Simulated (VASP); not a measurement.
The system is Lu.

```
Lu
1.0
     3.19000    0.00000    0.00000
     0.00000    3.19000    0.00000
     0.00000    0.00000    3.19000
Lu
1
Direct
  0.00000 0.00000 0.00000
```

This isn't the form of Lu at room conditions, which is hcp.

```yaml
Program: VASP 6.6.1
Task: relaxation of cell and atoms
Functional: PBEsol
Potentials_or_basis: VASP PAW PBE potentials, release 64 (Lu)
Cutoff: 600 eV
k_mesh: 8 × 8 × 8
Occupations: fermi-dirac, width 0.1 eV
Spin: no spin polarisation
```

At the start: pressure -1.5 GPa; volume 32.46 Å³/atom.

Question: How do energy, volume and symmetry change on relaxing?

Answer: Over 3 steps the energy falls by 8.8 meV/atom and the volume is 30.62 Å³/atom (-5.7 %); space group Pm-3m (No. 221, to 0.1 Å) before and after.

The path:
| step | energy change (eV) | largest force (eV/Å) | pressure (GPa) | volume (Å³) |
| --- | --- | --- | --- | --- |
| 1 | 0.0000 | 0.0000 | -1.47 | 32.46 |
| 2 | -0.0082 | 0.0000 | -0.41 | 31.09 |
| 3 | -0.0088 | 0.0000 | 0.00 | 30.62 |

Final structure:
```
Lu
1.0
     3.12862    0.00000    0.00000
     0.00000    3.12862    0.00000
     0.00000    0.00000    3.12862
Lu
1
Direct
  0.00000 0.00000 0.00000
```

Caveat: the PAW data sets were made with another functional, which shifts forces and pressure a little.
